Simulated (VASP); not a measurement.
# Ir (Fm-3m) in VASP: a series of runs

The runs below take Ir through single point, relaxation of cell and atoms, with r2SCAN.

Everything below comes from runs of VASP 6.6.1. Logs are shortened: lines on timing, memory, paths and dates and some standing lists are left out, and cuts for length are marked.

### Step 1. The cell of the first run

Symmetry: Fm-3m, No. 225, cubic system. The conventional cell has a = 3.854 Å, b = 3.854 Å, c = 3.854 Å, α = 90.00°, β = 90.00°, γ = 90.00°. Ir (site symmetry m-3m) has 12 Ir at 2.73 Å within 3.6 Å.

### Step 2. Single point, r2SCAN

Contents of POSCAR:

```
Ir
1.0
    0.0000000000      1.9269646700      1.9269646700
    1.9269646700      0.0000000000      1.9269646700
    1.9269646700      1.9269646700      0.0000000000
Ir
1
Direct
    0.0000000000      0.0000000000      0.0000000000
```

Contents of INCAR.step1:

```
PREC = Accurate ; ENCUT = 550
ISMEAR = 0 ; SIGMA = 0.1
LREAL = F ; LASPH = T
NELM = 120 ; NBANDS = 10
GGA = PE ; ALGO = Normal
EDIFF = 1E-5 ; LWAVE = T
LCHARG = F ; GGA_COMPAT = F
```

Contents of INCAR.step2:

```
PREC = Accurate ; ENCUT = 550
EDIFF = 1E-6 ; ISMEAR = 0
SIGMA = 0.1 ; LREAL = F
LASPH = T ; NELM = 120
ALGO = Normal ; ISIF = 2
LWAVE = F ; LCHARG = T
METAGGA = R2SCAN ; LMIXTAU = T
LELF = T ; LVHAR = T
NBANDS = 10 ; ISTART = 1
GGA_COMPAT = F
```

Contents of KPOINTS:

```
regular mesh
0
Gamma
  8 8 8
```

Potentials or basis: VASP PAW PBE potentials, release 64 (Ir).

Run with:

```console
> cat potpaw_PBE.64/Ir/POTCAR > POTCAR
> cp INCAR.step1 INCAR
> mpirun -np 1 vasp_std > vasp.out
> cp INCAR.step2 INCAR
> mpirun -np 1 vasp_std > vasp.out
```

OUTCAR:

```text
PREC = Accurate
   ENCUT = 550
   EDIFF = 1E-6
   ISMEAR = 0
   LREAL = F
   LASPH = T
   NELM = 120
   ISIF = 2
   METAGGA = R2SCAN
   ISTART = 1

 ion  position               nearest neighbor table
   1  0.000  0.000  0.000-

  LATTYP: Found a face centered cubic cell.
 ALAT       =     3.8539293400

  Lattice vectors:

 A1 = (   0.0000000000,   1.9269646700,   1.9269646700)
 A2 = (   1.9269646700,   0.0000000000,   1.9269646700)
 A3 = (   1.9269646700,   1.9269646700,   0.0000000000)

Analysis of symmetry for initial positions (statically):
=====================================================================
 Subroutine PRICEL returns:
 Original cell was already a primitive cell.

 Routine SETGRP: Setting up the symmetry group for a
 face centered cubic supercell.

 Subroutine GETGRP returns: Found 48 space group operations
 (whereof 48 operations were pure point group operations)
 out of a pool of 48 trial point group operations.

The static configuration has the point symmetry O_h .

Analysis of symmetry for dynamics (positions and initial velocities):
=====================================================================
 Subroutine PRICEL returns:
 Original cell was already a primitive cell.

 Routine SETGRP: Setting up the symmetry group for a
 face centered cubic supercell.

 Subroutine GETGRP returns: Found 48 space group operations
 (whereof 48 operations were pure point group operations)
 out of a pool of 48 trial point group operations.

The dynamic configuration has the point symmetry O_h .

 Subroutine INISYM returns: Found 48 space group operations
 (whereof 48 operations are pure point group operations),
 and found     1 'primitive' translations

----------------------------------------------------------------------------------------

                                     Primitive cell

  volume of cell :      14.3104

  direct lattice vectors                    reciprocal lattice vectors
     0.000000000  1.926964670  1.926964670    -0.259475437  0.259475437  0.259475437
     1.926964670  0.000000000  1.926964670     0.259475437 -0.259475437  0.259475437
     1.926964670  1.926964670  0.000000000     0.259475437  0.259475437 -0.259475437

  length of vectors
     2.725139571  2.725139571  2.725139571     0.449424640  0.449424640  0.449424640

  position of ions in fractional coordinates (direct lattice)
     0.000000000  0.000000000  0.000000000

  ion indices of the primitive-cell ions
   primitive index   ion index
                 1           1

----------------------------------------------------------------------------------------

 KPOINTS: regular mesh

Automatic generation of k-mesh.
 Grid dimensions read from file:
 generate k-points for:    8    8    8

 Generating k-lattice:

  Cartesian coordinates                     Fractional coordinates (reciprocal lattice)
    -0.032434430  0.032434430  0.032434430     0.125000000  0.000000000  0.000000000
     0.032434430 -0.032434430  0.032434430     0.000000000  0.125000000  0.000000000
     0.032434430  0.032434430 -0.032434430     0.000000000  0.000000000  0.125000000

  Length of vectors
     0.056178080  0.056178080  0.056178080

  Shift w.r.t. Gamma in fractional coordinates (k-lattice)
     0.000000000  0.000000000  0.000000000

 Subroutine IBZKPT returns following result:
 ===========================================

 Found     29 irreducible k-points:

 Following reciprocal coordinates:
            Coordinates               Weight
  0.000000  0.000000  0.000000      1.000000
  0.125000  0.000000  0.000000      8.000000
  0.250000  0.000000  0.000000      8.000000
  0.375000  0.000000  0.000000      8.000000
  0.500000  0.000000  0.000000      4.000000
  0.125000  0.125000  0.000000      6.000000
[... 16 lines left out ...]
  0.500000  0.250000  0.125000     48.000000
 -0.375000  0.250000  0.125000     24.000000
 [... further k-points ...]
   k-points           NKPTS =     29   k-points in BZ     NKDIM =     29   number of bands    NBANDS=     10
   number of dos      NEDOS =    301   number of ions     NIONS =      1
   total plane-waves  NPLWV =  13824
   dimension x,y,z NGX =    24 NGY =   24 NGZ =   24
   dimension x,y,z NGXF=    48 NGYF=   48 NGZF=   48
   ions per type =               1
   NGX,Y,Z   is equivalent  to a cutoff of  14.64, 14.64, 14.64 a.u.
   NGXF,Y,Z  is equivalent  to a cutoff of  29.28, 29.28, 29.28 a.u.
 SYSTEM =  unknown system
   PREC   = accura    normal or accurate (medium, high low for compatibility)
   ISTART =      1    job   : 0-new  1-cont  2-samecut
   ICHARG =      0    charge: 1-file 2-atom 10-const
   ISPIN  =      1    spin polarized calculation?
   LNONCOLLINEAR =      F non collinear calculations
   LSORBIT =      F    spin-orbit coupling
   LASPH  =      T    aspherical Exc in radial PAW
   ENCUT  =  550.0 eV  40.42 Ry    6.36 a.u.   5.21  5.21  5.21*2*pi/ulx,y,z
   NELM   =    120;   NELMIN=  2; NELMDL=  0     # of ELM steps
   EDIFF  = 0.1E-05   stopping-criterion for ELM
   LREAL  =      F    real-space projection
   EDIFFG = 0.1E-04   stopping-criterion for IOM
   NSW    =      0    number of steps for IOM
   IBRION =     -1    ionic relax: 0-MD 1-quasi-New 2-CG
   NFREE  =      0    steps in history (QN), initial steepest desc. (CG)
   ISIF   =      2    stress and relaxation
   ISYM   =      2    0-nonsym 1-usesym 2-fastsym
   POTIM  = 0.5000    time-step for ionic-motion
   TEBEG  =    0.0;   TEEND  =   0.0 temperature during run
   PSTRESS=    0.0 pullay stress
   NELECT =       9.0000    total number of electrons
   NUPDOWN=      -1.0000    fix difference up-down
   EMIN   =  10.00;   EMAX   =-10.00  energy-range for DOS
   EFERMI =   0.00;   METHOD = LEGACY
   ISMEAR =     0;   SIGMA  =   0.10  broadening in eV -4-tet -1-fermi 0-gaus
   EFERMI_NEDOS =   21; number of points for ismear=-14 and -15
   IALGO  =     38    algorithm
   IMIX   =      4    mixing-type and parameters
     AMIX     =   0.40;   BMIX     =  1.00
     AMIX_MAG =   1.60;   BMIX_MAG =  1.00
  volume/ion in A,a.u.               =      14.31        96.57
  Fermi-wavevector in a.u.,A,eV,Ry     =   1.402615  2.650559 26.767147  1.967330
  Thomas-Fermi vector in A             =   2.525359
   LORBIT       =      0    0 simple, 1 ext, 2 COOP (PROOUT), +10 PAW based schemes
   METAGGA = R2SCAN    functional components
   LHFCALC =     F    Hartree Fock is set to
   AEXX    =    0.0000 exact exchange contribution
   IVDW    =     0    specifies the selected vdW correction
   LEPSILON=     F    determine dielectric tensor
   LRPA    =     F    only Hartree local field effects (RPA)
 non-spin polarized calculation
 Gauss-broadening in eV      SIGMA  =   0.10
  energy-cutoff  :      550.00
  volume of cell :       14.31
 maximum number of plane-waves:       444
 NGX is ok and might be reduce to    24
   NGX = 11   NGY = 11   NGZ = 11

 number of electron       9.0000000 magnetization

 Free energy of the ion-electron system (eV)
  ---------------------------------------------------
  ext. energy  EPLUGINS =         0.00000000
  ---------------------------------------------------
  free energy    TOTEN  =       -52.29970476 eV

  energy without entropy =      -52.29289779  energy(sigma->0) =      -52.29630128

 E-fermi :  10.0554     XC(G=0): -15.2458

 val. band max:       10.0026796109   @ k =  -0.3750   0.1250   0.0000
 cond. band min:      10.0895508156   @ k =  -0.3750   0.2500   0.0000
 fundamental gap:      0.0868712048
 Fermi energy:        10.0554240051

 k-point     1 :       0.0000    0.0000    0.0000
  band No.  band energies     occupation
      1      -1.4230      2.00000
      2       6.0575      2.00000
      3       6.0575      2.00000
      4       6.0575      2.00000
      5       8.7096      2.00000
      6       8.7096      2.00000
      7      25.0840      0.00000
      8      30.8983      0.00000
      9      30.8983      0.00000
     10      30.8983      0.00000

 k-point     2 :       0.1250    0.0000    0.0000
  band No.  band energies     occupation
      1      -0.7291      2.00000
      2       5.7261      2.00000
      3       6.3270      2.00000
      4       6.3270      2.00000
      5       8.5688      2.00000
      6       8.5688      2.00000
      7      26.2004      0.00000
      8      28.2690      0.00000
      9      32.0162      0.00000
     10      32.0162      0.00000

 k-point     3 :       0.2500    0.0000    0.0000
  band No.  band energies     occupation
      1       0.8574      2.00000
      2       5.5285      2.00000
      3       6.4858      2.00000
      4       6.4858      2.00000
      5       8.9305      2.00000
      6       8.9305      2.00000
      7      24.5450      0.00000
      8      27.4825      0.00000
      9      34.6599      0.00000
     10      34.6599      0.00000

 k-point     4 :       0.3750    0.0000    0.0000
  band No.  band energies     occupation
      1       1.6669      2.00000
      2       6.1054      2.00000
      3       6.1054      2.00000
      4       7.2994      2.00000
      5      10.1878      0.06128
      6      10.1878      0.06128
      7      20.3472      0.00000
      8      25.6197      0.00000
      9      32.3784      0.00000
     10      32.3784      0.00000
[... 222 lines left out ...]
 k-point    22 :       0.3750    0.2500    0.1250
  band No.  band energies     occupation
      1       2.3037      2.00000
      2       4.3482      2.00000
      3       5.9240      2.00000
      4       8.1162      2.00000
      5       8.1267      2.00000
      6      10.7823      0.00000
      7      25.0087      0.00000
      8      27.5540      0.00000
      9      29.4652      0.00000
     10      31.5633      0.00000

 k-point    23 :       0.5000    0.2500    0.1250
  band No.  band energies     occupation
      1       3.1927      2.00000
      2       4.8921      2.00000
      3       5.2996      2.00000
      4       7.6605      2.00000
      5       9.8492      1.99647
      6      12.9461      0.00000
      7      20.6881      0.00000
      8      26.0504      0.00000
      9      27.6113      0.00000
     10      32.3411      0.00000

 k-point    24 :      -0.3750    0.2500    0.1250
  band No.  band energies     occupation
      1       3.2108      2.00000
      2       4.6424      2.00000
      3       6.3198      2.00000
      4       7.3300      2.00000
      5      10.5940      0.00000
      6      15.3489      0.00000
      7      16.9511      0.00000
      8      26.4664      0.00000
      9      26.4671      0.00000
     10      30.7313      0.00000

 [... further k-points ...]
[... 5 lines left out ...]
  --------------------------------------------------------------------------------------
  -------------------------------------------------------------------------------------
  Total        0.0921241      0.0921241      0.0921241      0.0000000     -0.0000000      0.0000000
  in kB       10.3141285     10.3141285     10.3141285      0.0000000     -0.0000000      0.0000000
  external PRESSURE =      10.3141285 kB  Pullay stress =       0.0000000 kB

 VOLUME and BASIS-vectors are now :
 -----------------------------------------------------------------------------
  energy-cutoff  :      550.00
  volume of cell :       14.31
      direct lattice vectors                 reciprocal lattice vectors
     0.000000000  1.926964670  1.926964670    -0.259475437  0.259475437  0.259475437
     1.926964670  0.000000000  1.926964670     0.259475437 -0.259475437  0.259475437
     1.926964670  1.926964670  0.000000000     0.259475437  0.259475437 -0.259475437

 POSITION                                       TOTAL-FORCE (eV/Angst)
 -----------------------------------------------------------------------------------
      0.00000      0.00000      0.00000         0.000000      0.000000      0.000000
 -----------------------------------------------------------------------------------
    total drift:                               -0.000000      0.000000     -0.000000

  FREE ENERGIE OF THE ION-ELECTRON SYSTEM (eV)
  ---------------------------------------------------
  free  energy   TOTEN  =       -52.2997047629 eV

  energy  without entropy=      -52.2928977884  energy(sigma->0) =      -52.29630128
```

Wall time 15 s (1 thread of Intel Xeon Platinum 8488C (Sapphire Rapids), shared host); peak memory 0.15 GiB.

Results:

```
Free energy : -52.2997 eV
Pressure    : 1.0 GPa
```

Caveat: the PAW data sets were made with another functional, which shifts forces and pressure a little; spin-orbit coupling is left out, which moves the levels of the heavy elements.

[end of part 1 of 2]
